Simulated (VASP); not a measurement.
Eu, 1 atom in the cell. The structure is cubic, space group Im-3m (No. 229). Conventional cell: a = 3.691 Å, b = 3.691 Å, c = 3.691 Å, α = 90.00°, β = 90.00°, γ = 90.00°. Within 4.2 Å of Eu (site symmetry m-3m) lie 14 Eu at 3.20 to 3.69 Å. 

| Quantity | Value |
| --- | --- |
| Program | VASP 6.6.1 |
| Task | single point |
| Functional | PBE |
| Potentials or basis | VASP PAW PBE potentials, release 64 (Eu) |
| Cutoff | 520 eV |
| k mesh | 15 × 15 × 15 |
| Occupations | fermi-dirac, width 0.08 eV |
| Spin | collinear spin, ferromagnetic start |
| Starting moments | [7.0] μB |
| Dipole correction | no |
| Further INCAR settings | ALGO = Normal; EDIFF = 1e-06; NBANDS = 18 |

Potentials or basis: VASP PAW PBE potentials, release 64 (Eu).

Command:

```bash
$ cat potpaw_PBE.64/Eu/POTCAR > POTCAR
$ mpirun -np 1 vasp_std > vasp.out
```

Hardware: 1 thread of Oxide Virtual Turin-like Processor (shared host).

Problem. How long does it take, and how much memory?

Solution. Run time: 2.4 min on 1 thread of Oxide Virtual Turin-like Processor, with other jobs on the host, peak memory 0.19 GiB. Counts: scf iterations 18, k points 120.
